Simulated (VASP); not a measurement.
# GaN in VASP: further runs

Runs on GaN. Level: PBE. Tasks: single point.

All numbers are computed with VASP 6.6.1; they aren't measurements. Logs are shortened: lines on timing, memory, paths and dates and some standing lists are left out, and cuts for length are marked.

## Step 1: The cell of the first run

Symmetry: P6_3mc, No. 186, hexagonal system. Conventional cell: a = 3.157 Å, b = 3.157 Å, c = 5.140 Å, α = 90.00°, β = 90.00°, γ = 120.00°. Within 2.6 Å of Ga (site symmetry 3m) lie 4 N at 1.93 to 1.94 Å. N (site symmetry 3m) has 4 Ga at 1.93 to 1.94 Å within 2.6 Å.

## Step 2: Single point, PBE

INCAR

```
SYSTEM = GaN
PREC = Accurate
ENCUT = 520
EDIFF = 1E-6
ISMEAR = 0
SIGMA = 0.05
LREAL = .FALSE.
LASPH = .TRUE.
NELM = 60
ALGO = Normal
ISIF = 2
LWAVE = .FALSE.
LCHARG = .FALSE.
GGA = PE
NBANDS = 26
```

KPOINTS

```
Automatic mesh
0
G
  12 12 7
  0 0 0
```

POSCAR

```
GaN
1.0
    3.1567167828      0.0000000000      0.0000000000
   -1.5783583915      2.7337969266      0.0000000000
    0.0000000000      0.0000000000      5.1399056109
Ga N
2 2
Direct
    0.6666666700      0.3333333300      0.4990837100
    0.3333333300      0.6666666700      0.9990837100
    0.6666666700      0.3333333300      0.8759162900
    0.3333333300      0.6666666700      0.3759162900
```

Potentials or basis: VASP PAW PBE potentials, release 64 (Ga_d, N).

Started as:

```sh
$ cat potpaw_PBE.64/Ga_d/POTCAR potpaw_PBE.64/N/POTCAR > POTCAR
$ mpirun -np 1 vasp_std > vasp.out
```

OUTCAR:

```text
SYSTEM = GaN
   PREC = Accurate
   ENCUT = 520
   EDIFF = 1E-6
   ISMEAR = 0
   LREAL = .FALSE.
   LASPH = .TRUE.
   NELM = 60
   ISIF = 2
   GGA = PE

 ion  position               nearest neighbor table
   1  0.667  0.333  0.499-   4 1.93   4 1.93   4 1.93   3 1.94
   2  0.333  0.667  0.999-   3 1.93   3 1.93   3 1.93   4 1.94
   3  0.667  0.333  0.876-   2 1.93   2 1.93   2 1.93   1 1.94
   4  0.333  0.667  0.376-   1 1.93   1 1.93   1 1.93   2 1.94

  LATTYP: Found a hexagonal cell.
 ALAT       =     3.1567167828
 C/A-ratio  =     1.6282441424

  Lattice vectors:

 A1 = (   3.1567167828,   0.0000000000,   0.0000000000)
 A2 = (  -1.5783583915,   2.7337969266,   0.0000000000)
 A3 = (   0.0000000000,   0.0000000000,   5.1399056109)

Analysis of symmetry for initial positions (statically):
=====================================================================
 Subroutine PRICEL returns:
 Original cell was already a primitive cell.

 Routine SETGRP: Setting up the symmetry group for a
 hexagonal supercell.

 Subroutine GETGRP returns: Found 12 space group operations
 (whereof  6 operations were pure point group operations)
 out of a pool of 24 trial point group operations.

The static configuration has the point symmetry C_3v.
 The point group associated with its full space group is C_6v.

Analysis of symmetry for dynamics (positions and initial velocities):
=====================================================================
 Subroutine PRICEL returns:
 Original cell was already a primitive cell.

 Routine SETGRP: Setting up the symmetry group for a
 hexagonal supercell.

 Subroutine GETGRP returns: Found 12 space group operations
 (whereof  6 operations were pure point group operations)
 out of a pool of 24 trial point group operations.

The dynamic configuration has the point symmetry C_3v.
 The point group associated with its full space group is C_6v.

 Subroutine INISYM returns: Found 12 space group operations
 (whereof  6 operations are pure point group operations),
 and found     1 'primitive' translations

----------------------------------------------------------------------------------------

                                     Primitive cell

  volume of cell :      44.3565

  direct lattice vectors                    reciprocal lattice vectors
     3.156716783  0.000000000  0.000000000     0.316784833  0.182895809  0.000000000
    -1.578358391  2.733796927  0.000000000     0.000000000  0.365791618  0.000000000
     0.000000000  0.000000000  5.139905611     0.000000000  0.000000000  0.194556102

  length of vectors
     3.156716783  3.156716783  5.139905611     0.365791618  0.365791618  0.194556102

  position of ions in fractional coordinates (direct lattice)
     0.666666670  0.333333330  0.499083710
     0.333333330  0.666666670  0.999083710
     0.666666670  0.333333330  0.875916290
     0.333333330  0.666666670  0.375916290

  ion indices of the primitive-cell ions
   primitive index   ion index
                 1           1
                 2           2
                 3           3
                 4           4

----------------------------------------------------------------------------------------

 KPOINTS: Automatic mesh

Automatic generation of k-mesh.
 Grid dimensions read from file:
 generate k-points for:   12   12    7

 Generating k-lattice:

  Cartesian coordinates                     Fractional coordinates (reciprocal lattice)
     0.026398736  0.015241317  0.000000000     0.083333333  0.000000000  0.000000000
     0.000000000  0.030482635  0.000000000     0.000000000  0.083333333  0.000000000
     0.000000000  0.000000000  0.027793729     0.000000000  0.000000000  0.142857143

  Length of vectors
     0.030482635  0.030482635  0.027793729

  Shift w.r.t. Gamma in fractional coordinates (k-lattice)
     0.000000000  0.000000000  0.000000000

 Subroutine IBZKPT returns following result:
 ===========================================

 Found     76 irreducible k-points:

 Following reciprocal coordinates:
            Coordinates               Weight
  0.000000  0.000000  0.000000      1.000000
  0.083333  0.000000  0.000000      6.000000
  0.166667 -0.000000  0.000000      6.000000
  0.250000  0.000000  0.000000      6.000000
  0.333333  0.000000  0.000000      6.000000
  0.416667  0.000000  0.000000      6.000000
[... 16 lines left out ...]
  0.250000  0.000000  0.142857     12.000000
  0.333333  0.000000  0.142857     12.000000
 [... further k-points ...]
   k-points           NKPTS =     76   k-points in BZ     NKDIM =     76   number of bands    NBANDS=     26
   number of dos      NEDOS =    301   number of ions     NIONS =      4
   total plane-waves  NPLWV =  23040
   dimension x,y,z NGX =    24 NGY =   24 NGZ =   40
   dimension x,y,z NGXF=    48 NGYF=   48 NGZF=   80
   ions per type =               2   2
   NGX,Y,Z   is equivalent  to a cutoff of  12.64, 12.64, 12.94 a.u.
   NGXF,Y,Z  is equivalent  to a cutoff of  25.28, 25.28, 25.88 a.u.
 SYSTEM =  GaN
   PREC   = accura    normal or accurate (medium, high low for compatibility)
   ISTART =      0    job   : 0-new  1-cont  2-samecut
   ICHARG =      2    charge: 1-file 2-atom 10-const
   ISPIN  =      1    spin polarized calculation?
   LNONCOLLINEAR =      F non collinear calculations
   LSORBIT =      F    spin-orbit coupling
   LASPH  =      T    aspherical Exc in radial PAW
   ENCUT  =  520.0 eV  38.22 Ry    6.18 a.u.   5.87  5.87  9.56*2*pi/ulx,y,z
   NELM   =     60;   NELMIN=  2; NELMDL= -5     # of ELM steps
   EDIFF  = 0.1E-05   stopping-criterion for ELM
   LREAL  =      F    real-space projection
   EDIFFG = 0.1E-04   stopping-criterion for IOM
   NSW    =      0    number of steps for IOM
   IBRION =     -1    ionic relax: 0-MD 1-quasi-New 2-CG
   NFREE  =      0    steps in history (QN), initial steepest desc. (CG)
   ISIF   =      2    stress and relaxation
   ISYM   =      2    0-nonsym 1-usesym 2-fastsym
   POTIM  = 0.5000    time-step for ionic-motion
   TEBEG  =    0.0;   TEEND  =   0.0 temperature during run
   PSTRESS=    0.0 pullay stress
   NELECT =      36.0000    total number of electrons
   NUPDOWN=      -1.0000    fix difference up-down
   EMIN   =  10.00;   EMAX   =-10.00  energy-range for DOS
   EFERMI =   0.00;   METHOD = LEGACY
   ISMEAR =     0;   SIGMA  =   0.05  broadening in eV -4-tet -1-fermi 0-gaus
   EFERMI_NEDOS =   21; number of points for ismear=-14 and -15
   IALGO  =     38    algorithm
   IMIX   =      4    mixing-type and parameters
     AMIX     =   0.40;   BMIX     =  1.00
     AMIX_MAG =   1.60;   BMIX_MAG =  1.00
  volume/ion in A,a.u.               =      11.09        74.83
  Fermi-wavevector in a.u.,A,eV,Ry     =   1.527062  2.885729 31.727674  2.331918
  Thomas-Fermi vector in A             =   2.635010
   LORBIT       =      0    0 simple, 1 ext, 2 COOP (PROOUT), +10 PAW based schemes
   GGA     = PE    functional components
   LHFCALC =     F    Hartree Fock is set to
   AEXX    =    0.0000 exact exchange contribution
   IVDW    =     0    specifies the selected vdW correction
   LEPSILON=     F    determine dielectric tensor
   LRPA    =     F    only Hartree local field effects (RPA)
 non-spin polarized calculation
 Gauss-broadening in eV      SIGMA  =   0.05
  energy-cutoff  :      520.00
  volume of cell :       44.36
 maximum number of plane-waves:      1215
 NGX is ok and might be reduce to    24
   NGX = 11   NGY = 11   NGZ = 19

 number of electron      36.0000029 magnetization

 Free energy of the ion-electron system (eV)
  ---------------------------------------------------
  ext. energy  EPLUGINS =         0.00000000
  ---------------------------------------------------
  free energy    TOTEN  =       -24.23450005 eV

  energy without entropy =      -24.23450005  energy(sigma->0) =      -24.23450005

 E-fermi :   5.8973     XC(G=0): -11.8288

 val. band max:        5.6445181362   @ k =   0.0000   0.0000   0.0000
 cond. band min:       7.7565228766   @ k =   0.0000   0.0000   0.0000
 fundamental gap:      2.1120047403
 Fermi energy:         5.8972959805

 k-point     1 :       0.0000    0.0000    0.0000
  band No.  band energies     occupation
      1     -10.5920      2.00000
      2      -9.5738      2.00000
      3      -7.8183      2.00000
      4      -7.8025      2.00000
      5      -7.8025      2.00000
      6      -7.7353      2.00000
[... 18 lines left out ...]
     25      17.5716      0.00000
     26      17.5716      0.00000

 k-point     2 :       0.0833    0.0000    0.0000
  band No.  band energies     occupation
      1     -10.5194      2.00000
      2      -9.5537      2.00000
      3      -7.8122      2.00000
      4      -7.7915      2.00000
      5      -7.7805      2.00000
      6      -7.7272      2.00000
[... 18 lines left out ...]
     25      17.2167      0.00000
     26      17.7323      0.00000

 k-point     3 :       0.1667   -0.0000    0.0000
  band No.  band energies     occupation
      1     -10.3200      2.00000
      2      -9.5040      2.00000
      3      -7.7863      2.00000
      4      -7.7647      2.00000
      5      -7.7231      2.00000
      6      -7.6896      2.00000
[... 18 lines left out ...]
     25      17.2415      0.00000
     26      18.1112      0.00000

 k-point     4 :       0.2500    0.0000    0.0000
  band No.  band energies     occupation
      1     -10.0518      2.00000
      2      -9.4484      2.00000
      3      -7.7592      2.00000
      4      -7.7379      2.00000
      5      -7.6708      2.00000
      6      -7.6237      2.00000
[... 18 lines left out ...]
     25      17.2456      0.00000
     26      18.5920      0.00000

 k-point     5 :       0.3333    0.0000    0.0000
  band No.  band energies     occupation
      1      -9.8019      2.00000
      2      -9.4074      2.00000
      3      -7.7464      2.00000
      4      -7.7242      2.00000
      5      -7.6375      2.00000
      6      -7.5697      2.00000
[... 18 lines left out ...]
     25      17.4113      0.00000
     26      19.2092      0.00000

 k-point     6 :       0.4167    0.0000    0.0000
  band No.  band energies     occupation
      1      -9.6405      2.00000
      2      -9.3869      2.00000
      3      -7.7482      2.00000
      4      -7.7214      2.00000
      5      -7.6219      2.00000
      6      -7.5691      2.00000
[... 427 lines left out ...]
 k-point    21 :       0.0833    0.0000    0.1429
  band No.  band energies     occupation
      1     -10.4580      2.00000
      2      -9.5791      2.00000
      3      -7.8048      2.00000
      4      -7.7901      2.00000
      5      -7.7726      2.00000
      6      -7.7324      2.00000
[... 18 lines left out ...]
     25      17.0989      0.00000
     26      17.5381      0.00000

 k-point    22 :       0.1667   -0.0000    0.1429
  band No.  band energies     occupation
      1     -10.2645      2.00000
      2      -9.5231      2.00000
      3      -7.7835      2.00000
      4      -7.7620      2.00000
      5      -7.7230      2.00000
      6      -7.6862      2.00000
[... 18 lines left out ...]
     25      16.8785      0.00000
     26      17.9384      0.00000

 k-point    23 :       0.2500    0.0000    0.1429
  band No.  band energies     occupation
      1     -10.0063      2.00000
      2      -9.4601      2.00000
      3      -7.7598      2.00000
      4      -7.7328      2.00000
      5      -7.6821      2.00000
      6      -7.6298      2.00000
[... 18 lines left out ...]
     25      16.9932      0.00000
     26      18.4675      0.00000

 k-point    24 :       0.3333    0.0000    0.1429
  band No.  band energies     occupation
      1      -9.7686      2.00000
      2      -9.4128      2.00000
      3      -7.7504      2.00000
      4      -7.7163      2.00000
      5      -7.6503      2.00000
      6      -7.5763      2.00000
[... 18 lines left out ...]
     25      17.2397      0.00000
     26      18.9919      0.00000

 [... further k-points ...]

------------------------ aborting loop because EDIFF is reached ----------------------------------------

  FORCE on cell =-STRESS in cart. coord.  units (eV):
  Direction    XX          YY          ZZ          XY          YZ          ZX
  --------------------------------------------------------------------------------------
  -------------------------------------------------------------------------------------
  Total        3.1783985      3.1783985      3.2099200     -0.0000000     -0.0000000     -0.0000000
  in kB      114.8052951    114.8052952    115.9438656     -0.0000000     -0.0000000     -0.0000000
  external PRESSURE =     115.1848186 kB  Pullay stress =       0.0000000 kB

 VOLUME and BASIS-vectors are now :
 -----------------------------------------------------------------------------
  energy-cutoff  :      520.00
  volume of cell :       44.36
      direct lattice vectors                 reciprocal lattice vectors
     3.156716783  0.000000000  0.000000000     0.316784833  0.182895809  0.000000000
    -1.578358391  2.733796927  0.000000000     0.000000000  0.365791618  0.000000000
     0.000000000  0.000000000  5.139905611     0.000000000  0.000000000  0.194556102

 POSITION                                       TOTAL-FORCE (eV/Angst)
 -----------------------------------------------------------------------------------
      1.57836      0.91127      2.56524        -0.000000      0.000000      0.011862
     -0.00000      1.82253      5.13520         0.000000     -0.000000      0.011862
      1.57836      0.91127      4.50213        -0.000000     -0.000000     -0.011862
     -0.00000      1.82253      1.93217        -0.000000      0.000000     -0.011862
 -----------------------------------------------------------------------------------
    total drift:                               -0.000011      0.000005     -0.000097

  FREE ENERGIE OF THE ION-ELECTRON SYSTEM (eV)
  ---------------------------------------------------
  free  energy   TOTEN  =       -24.2345000473 eV

  energy  without entropy=      -24.2345000473  energy(sigma->0) =      -24.23450005
```

Wall time 75 s (1 thread of Intel Xeon Platinum 8175M at 2.50GHz (Skylake/Cascade Lake), shared host); peak memory 0.21 GiB.

Results:

| Quantity | Value |
| --- | --- |
| Free energy | -24.2345 eV |
| Pressure | 11.5 GPa |
| Largest force | 0.012 eV/Å |
| Band gap on the k mesh | 2.11 eV, direct |

Forces in eV/Å, atoms in the order of the input:
```
Ga   0.000  0.000  0.012
Ga   0.000  0.000  0.012
N    0.000  0.000 -0.012
N    0.000  0.000 -0.012
```

Levels at points of the mesh, in eV from the valence-band top:
| k point | band 16 | band 17 | band 18 | band 19 | band 20 | band 21 |
| --- | --- | --- | --- | --- | --- | --- |
| (0.00, 0.00, 0.00) | -0.04 | 0.00 | 0.00 | 2.11 | 4.44 | 9.37 |
| (0.50, 0.00, 0.00) | -2.84 | -2.28 | -1.04 | 5.15 | 5.74 | 6.14 |

## Step 3: Single point, PBE

This run uses another cell than the first one, of 11.43 Å³/atom, 1.031 times its volume.

INCAR

```
SYSTEM = GaN
ALGO = Normal
EDIFF = 1E-7
ENCUT = 520
GGA = PE
ISIF = 2
ISMEAR = 0
LASPH = .TRUE.
LCHARG = .FALSE.
LREAL = .FALSE.
LWAVE = .FALSE.
NBANDS = 26
NELM = 60
PREC = Accurate
SIGMA = 0.05
```

KPOINTS

```
k-points
0
G
  12 12 7
  0 0 0
```

POSCAR

```
GaN
1.0
    3.1889304035      0.0000000000      0.0000000000
   -1.5944652018      2.7616947404      0.0000000000
    0.0000000000      0.0000000000      5.1923572500
Ga N
2 2
Direct
    0.6666666700      0.3333333300      0.4990837100
    0.3333333300      0.6666666700      0.9990837100
    0.6666666700      0.3333333300      0.8759162900
    0.3333333300      0.6666666700      0.3759162900
```

Potentials or basis: VASP PAW PBE potentials, release 64 (Ga_d, N).

Started as:

```sh
$ cat potpaw_PBE.64/Ga_d/POTCAR potpaw_PBE.64/N/POTCAR > POTCAR
$ mpirun -np 1 vasp_std > vasp.out
```

Run time: 80 s. Hardware: 1 thread of Intel Xeon Platinum 8175M at 2.50GHz (Skylake/Cascade Lake), shared host; peak memory 0.21 GiB.

The run converged. Its results:

```yaml
Free_energy: -24.3061 eV
Pressure: 5.2 GPa
Largest_force: 0.006 eV/Å
Band_gap_on_the_k_mesh: 1.91 eV, direct
```

Forces in eV/Å, atoms in the order of the input:
```
Ga   0.000  0.000  0.006
Ga   0.000  0.000  0.006
N    0.000  0.000 -0.006
N    0.000  0.000 -0.006
```

Stress tensor (GPa, compression positive):
```
5.16 0.00 0.00
0.00 5.16 0.00
0.00 0.00 5.31
```

Levels at points of the mesh, in eV from the valence-band top:
```
           k point  band 16  band 17  band 18  band 19  band 20  band 21
(0.00, 0.00, 0.00)    -0.04     0.00     0.00     1.91     4.24     9.19
(0.50, 0.00, 0.00)    -2.74    -2.19    -1.00     5.06     5.55     6.05
```

PBE gaps usually lie below the measured ones, often by a third to a half.

## Step 4: Single point, PBE

This run uses another cell than the first one, of 11.78 Å³/atom, 1.062 times its volume.

INCAR

```
SYSTEM = GaN
  PREC = Accurate
  ENCUT = 520
  EDIFF = 1E-6
  ISMEAR = 0
  SIGMA = 0.05
  LREAL = .FALSE.
  LASPH = .TRUE.
  NELM = 100
  ALGO = Normal
  ISIF = 2
  LWAVE = .FALSE.
  LCHARG = .FALSE.
  GGA = PE
  NBANDS = 26
```

KPOINTS

```
regular mesh
0
G
  12 12 7
  0 0 0
```

POSCAR

```
GaN
1.0
    3.2205060254      0.0000000000      0.0000000000
   -1.6102530127      2.7890400311      0.0000000000
    0.0000000000      0.0000000000      5.2437700713
Ga N
2 2
Direct
    0.6666666700      0.3333333300      0.4990837100
    0.3333333300      0.6666666700      0.9990837100
    0.6666666700      0.3333333300      0.8759162900
    0.3333333300      0.6666666700      0.3759162900
```

Started as:

```sh
$ cat potpaw_PBE.64/Ga_d/POTCAR potpaw_PBE.64/N/POTCAR > POTCAR
$ mpirun -np 1 vasp_std > vasp.out
```

Wall time 78 s (1 thread of Intel Xeon Platinum 8175M at 2.50GHz (Skylake/Cascade Lake), shared host); peak memory 0.21 GiB.

The run converged. Its results:

```
Free energy            : -24.3279 eV
Pressure               : -0.1 GPa
Band gap on the k mesh : 1.71 eV, direct
```

Stress tensor (GPa, compression positive):
```
-0.17  0.00  0.00
 0.00 -0.17  0.00
 0.00  0.00  0.01
```

Levels at points of the mesh, in eV from the valence-band top:
| k point | band 15 | band 16 | band 17 | band 18 | band 19 | band 20 | band 21 | band 22 |
| --- | --- | --- | --- | --- | --- | --- | --- | --- |
| (0.00, 0.00, 0.00) | -1.00 | -0.03 | 0.00 | 0.00 | 1.71 | 4.05 | 9.02 | 9.72 |
| (0.50, 0.00, 0.00) | -4.06 | -2.63 | -2.11 | -0.96 | 4.97 | 5.37 | 5.98 | 8.34 |

(Continued in part 2 of 2.)
